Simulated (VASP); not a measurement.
BeS, 2 atoms in the cell. It takes space group F-43m (No. 216, cubic). The conventional cell has a = 4.838 Å, b = 4.838 Å, c = 4.838 Å, α = 90.00°, β = 90.00°, γ = 90.00°. Within 2.8 Å of Be (site symmetry -43m) lie 4 S at 2.09 Å. Within 2.8 Å of S (site symmetry -43m) lie 4 Be at 2.09 Å. 

```yaml
Program: VASP 6.6.1
Task: relaxation of cell and atoms
Functional: PBEsol
Potentials_or_basis: VASP PAW PBE potentials, release 64 (Be, S)
Cutoff: 600 eV
k_mesh: 8 × 8 × 8
Occupations: gaussian, width 0.01 eV
Spin: no spin polarisation
Target_pressure: -2 GPa
Dipole_correction: no
Further_INCAR_settings: ALGO = Normal; EDIFF = 1e-06; IBRION = 2; EDIFFG = -0.002; NSW = 100; ISIF = 3
```

Potentials or basis: VASP PAW PBE potentials, release 64 (Be, S).

The run is started by

```bash
$ cat potpaw_PBE.64/Be/POTCAR potpaw_PBE.64/S/POTCAR > POTCAR
$ mpirun -np 1 vasp_std > vasp.out
```

Hardware: 1 thread of Intel(R) Xeon(R) Platinum 8259CL CPU @ 2.50GHz (Skylake/Cascade Lake), with other jobs on the host.

**Question.** Estimate the wall time of this run.

**Answer.** Run time: 20 s on 1 thread of Intel(R) Xeon(R) Platinum 8259CL CPU @ 2.50GHz (Skylake/Cascade Lake) (shared host), peak memory 0.15 GiB. Counts: scf iterations 23, k points 29, ion steps 3.
